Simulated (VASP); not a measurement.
Set up this calculation in VASP 6.6.1, as the native input.

```yaml
Task: single point
Functional: PBE
Potentials_or_basis: VASP PAW PBE potentials, release 64 (Mo_sv, S)
Cutoff: 500 eV
k_mesh: 18 × 18 × 2
Occupations: gaussian, width 0.05 eV
Spin: no spin polarisation
Dipole_correction: no
Further_INCAR_settings: ALGO = Normal; EDIFF = 1e-06; NBANDS = 35
```

The structure of MoS2 lies in POSCAR:

```
MoS2
1.0
    3.1845414600      0.0000000000      0.0000000000
   -1.5922707300      2.7578938000      0.0000000000
    0.0000000000      0.0000000000     21.6705347200
Mo S
2 4
Direct
    0.6666666700      0.3333333300      0.1488397700
    0.3333333300      0.6666666700      0.8511602300
    0.3333333300      0.6666666700      0.2203746100
    0.6666666700      0.3333333300      0.9227490000
    0.3333333300      0.6666666700      0.0772510000
    0.6666666700      0.3333333300      0.7796253900
```

The input as run:

INCAR

```
SYSTEM = MoS2
ALGO = Normal
EDIFF = 1E-6
ENCUT = 500
GGA = PE
GGA_COMPAT = .False.
ISIF = 2
ISMEAR = 0
LASPH = .True.
LCHARG = .False.
LREAL = .False.
LWAVE = .False.
NBANDS = 35
NELM = 120
PREC = Accurate
SIGMA = 0.05
```

KPOINTS

```
k-points
0
Gamma
  18 18 2
  0 0 0
```

Potentials or basis: VASP PAW PBE potentials, release 64 (Mo_sv, S).

Launch:

```sh
$ cat potpaw_PBE.64/Mo_sv/POTCAR potpaw_PBE.64/S/POTCAR > POTCAR
$ mpirun -np 1 vasp_std > vasp.out
```

Results of the run:

```json
{
  "Largest force": "0.221 eV/Å",
  "Band gap on the k mesh": "1.26 eV (least direct gap 1.64 eV)"
}
```

It took 8.6 min on 1 thread of Intel(R) Xeon(R) Platinum 8259CL CPU @ 2.50GHz (Skylake/Cascade Lake), with other jobs on the host, peak memory 0.53 GiB.
